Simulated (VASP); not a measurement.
A run of VASP 6.6.1 is set up as follows.

The input INCAR:

```
SYSTEM = SnO2
  PREC = Accurate
  ENCUT = 600
  EDIFF = 1E-6
  ISMEAR = -1
  SIGMA = 0.02
  LREAL = .False.
  LASPH = .True.
  NELM = 60
  ALGO = Normal
  ISIF = 3
  LWAVE = .False.
  LCHARG = .False.
  GGA = PE
  IBRION = 2
  NSW = 80
  EDIFFG = -0.005
```

File KPOINTS:

```
Automatic mesh
0
Gamma
  6 6 8
  0 0 0
```

The input POSCAR:

```
SnO2
1.0
    4.7787740800      0.0000000000      0.0000000000
    0.0000000000      4.7787740800      0.0000000000
    0.0000000000      0.0000000000      3.1539908928
Sn O
2 4
Direct
    0.0000000000      0.0000000000      0.0000000000
    0.5000000000      0.5000000000      0.5000000000
    0.3050000000      0.3050000000      0.0000000000
    0.1950000000      0.8050000000      0.5000000000
    0.8050000000      0.1950000000      0.5000000000
    0.6950000000      0.6950000000      0.0000000000
```

Potentials or basis: VASP PAW PBE potentials, release 64 (Sn_d, O).

Launch:

```bash
$ cat potpaw_PBE.64/Sn_d/POTCAR potpaw_PBE.64/O/POTCAR > POTCAR
$ mpirun -np 1 vasp_std > vasp.out
```

Q: Predict the space group after relaxing (to 0.1 Å).

A: P4_2/mnm (No. 136).

Q: Estimate the relaxed cell.

A: a = 4.830 Å, b = 4.830 Å, c = 3.242 Å, α = 90.00°, β = 90.00°, γ = 90.00°.

Final structure:
```xyz
6
Lattice="4.8301 0.0000 0.0000 0.0000 4.8301 0.0000 0.0000 0.0000 3.2424" Properties=species:S:1:pos:R:3 pbc="T T T"
Sn    0.0000    0.0000    0.0000
Sn    2.4151    2.4151    1.6212
O     1.4806    1.4806    0.0000
O     0.9345    3.8957    1.6212
O     3.8957    0.9345    1.6212
O     3.3495    3.3495    0.0000
```

Caveat: the structure was generated, so it needn't be the stable form of SnO2.
